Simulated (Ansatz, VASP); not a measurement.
# WS3 in VASP and in Ansatz

Contents of INCAR:

```
PREC = Accurate
ENCUT = 520
EDIFF = 1E-7
ISMEAR = -1
SIGMA = 0.05
LREAL = F
LASPH = T
NELM = 100
ALGO = Normal
ISIF = 2
LWAVE = F
LCHARG = F
LDIPOL = T
IDIPOL = 3
DIPOL = 0.5 0.5 0.500
GGA = PE
NBANDS = 42
```

KPOINTS

```
regular mesh
0
Gamma
  10 10 1
```

Contents of POSCAR:

```
WS3
1.0
    3.1832085601      0.0000000000      0.0000000000
   -1.5916042801      2.7567394787      0.0000000000
    0.0000000000      0.0000000000     52.7193037228
S W
6 2
Direct
    0.6666666700      0.3333333400      0.1422628804
    0.3333333300      0.6666666600      0.4087789282
    0.3333333300      0.6666666600      0.4679256052
    0.6666666700      0.3333333400      0.5320743948
    0.6666666700      0.3333333400      0.5912210718
    0.3333333300      0.6666666600      0.8577371196
    0.6666666700      0.3333333400      0.4383501656
    0.3333333300      0.6666666600      0.5616498344
```

File input.yaml:

```yaml
crystal:
  lattice:
    - [3.1832085601, 0.0, 0.0]
    - [-1.5916042801, 2.7567394787, 0.0]
    - [0.0, 0.0, 52.7193037228]
  atoms:
    - { symbol: S, position: [0.66666667, 0.33333334, 0.1422628804] }
    - { symbol: S, position: [0.33333333, 0.66666666, 0.4087789282] }
    - { symbol: W, position: [0.66666667, 0.33333334, 0.4383501656] }
    - { symbol: S, position: [0.33333333, 0.66666666, 0.4679256052] }
    - { symbol: S, position: [0.66666667, 0.33333334, 0.5320743948] }
    - { symbol: W, position: [0.33333333, 0.66666666, 0.5616498344] }
    - { symbol: S, position: [0.66666667, 0.33333334, 0.5912210718] }
    - { symbol: S, position: [0.33333333, 0.66666666, 0.8577371196] }
hamiltonian:
  xc: pbe
  pseudopotentials: { kind: paw }
kpoints:
  mp_grid: { grid: [10, 10, 1] }
scf:
  occupations: { method: fermi_dirac, width: 0.05 }
output:
  forces: true
  eigenvalues: true
  write_density: true
  write_potential: true
  elf: true
  volumetric_format: npy
efield:
  axis: 3
  dipole_correction: true
  ramp_width: 0.04
```

Alike in both runs: task single point; functional PBE; k mesh 10 × 10 × 1; occupations fermi-dirac, width 0.05 eV; no spin polarisation.

|  | VASP | Ansatz |
| --- | --- | --- |
| version | VASP 6.6.1 | Ansatz 0.2.0 |
| potentials or method | VASP PAW PBE potentials, release 64 (S, W_sv) | Ansatz PAW |
| plane-wave cutoff (eV) | 520 | 420 |
| valence electrons in the cell | 64 | 64 |

Ansatz gave:

- gap on the k mesh at the Fermi level (eV): none
- rms of the force components (eV/Å): 0.099

**Question.** Estimate VASP's values.

**Answer.** gap on the k mesh at the Fermi level (eV): none; rms of the force components (eV/Å): 0.100.

A gap of «none» marks a metal or a gap that the smearing closes.

Neither program's run includes spin-orbit coupling.
